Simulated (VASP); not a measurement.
A run of VASP 6.6.1 is set up as follows.

File INCAR:

```
PREC = Accurate
ENCUT = 520
EDIFF = 1E-7
ISMEAR = 0
SIGMA = 0.05
LREAL = F
LASPH = T
NELM = 100
ALGO = Normal
ISIF = 2
LWAVE = F
LCHARG = T
GGA = PS
LELF = T
LVHAR = T
NBANDS = 60
```

File KPOINTS:

```
regular mesh
0
Gamma
  6 6 6
```

Contents of POSCAR:

```
ZnSe2
1.0
    6.1487751351      0.0000000000      0.0000000000
    0.0000000000      6.1487751351      0.0000000000
    0.0000000000      0.0000000000      6.9370481074
Zn Se
4 8
Direct
    0.5000000000      0.5000000000      0.0000000000
    0.5000000000      0.0000000000      0.5000000000
    0.0000000000      0.5000000000      0.5000000000
    0.0000000000      0.0000000000      0.0000000000
    0.1099579274      0.8900420726      0.3900420726
    0.8900420726      0.3900420726      0.1099579274
    0.3900420726      0.1099579274      0.8900420726
    0.6099579274      0.6099579274      0.6099579274
    0.8900420726      0.1099579274      0.6099579274
    0.1099579274      0.6099579274      0.8900420726
    0.6099579274      0.8900420726      0.1099579274
    0.3900420726      0.3900420726      0.3900420726
```

Potentials or basis: VASP PAW PBE potentials, release 64 (Zn, Se).

Run with:

```sh
$ cat potpaw_PBE.64/Zn/POTCAR potpaw_PBE.64/Se/POTCAR > POTCAR
$ mpirun -np 1 vasp_std > vasp.out
```

Q: What does it give for the largest force?

A: 0.480 eV/Å.

Q: What does it give for the band gap on the k mesh?

A: 0.32 eV (least direct gap 0.62 eV).

Stress tensor (GPa, compression positive):
```
-2.75  0.00  0.00
 0.00 -2.67  0.00
 0.00  0.00 -6.09
```

Caveat: the cell stands under tension; semilocal functionals underestimate gaps, and a narrow one can read as zero; the PAW data sets were made with another functional, which shifts forces and pressure a little. A k mesh can miss the band edges.
